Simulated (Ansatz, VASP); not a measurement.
## AlAs: VASP beside Ansatz

```
CELL_PARAMETERS angstrom
0.00000 2.79986 2.79986
2.79986 0.00000 2.79986
2.79986 2.79986 0.00000
ATOMIC_POSITIONS crystal
Al 0.00000 0.00000 0.00000
As 0.25000 0.25000 0.25000
```

Alike in both runs: functional r2SCAN; k mesh 8 × 8 × 8; occupations fermi-dirac, width 0.02 eV; no spin polarisation.

Ansatz relaxed the structure, and its values are those at the end. VASP's run is a single point on that final structure, the one shown.

```csv
,VASP,Ansatz
version,VASP 6.6.1,Ansatz 0.2.0
potentials or method,"VASP PAW PBE potentials, release 64 (Al, As), cutoff 550 eV",PAW plane waves
valence electrons in the cell,8,18
```

Ansatz gave:

| Item | Value |
| --- | --- |
| gap on the k mesh at the Fermi level (eV) | 1.75 |
| pressure (GPa) | 3.4 |

Task: What did VASP give for the same quantities?

Result: gap on the k mesh at the Fermi level (eV): 1.74; pressure (GPa): 3.4.

VASP's potentials were made for PBE, not for r2SCAN. VASP's potentials hold 8 valence electrons a cell and Ansatz's 18, so a difference there can come from the potentials and not from the codes. Ansatz's warnings: stress scf threshold loose.
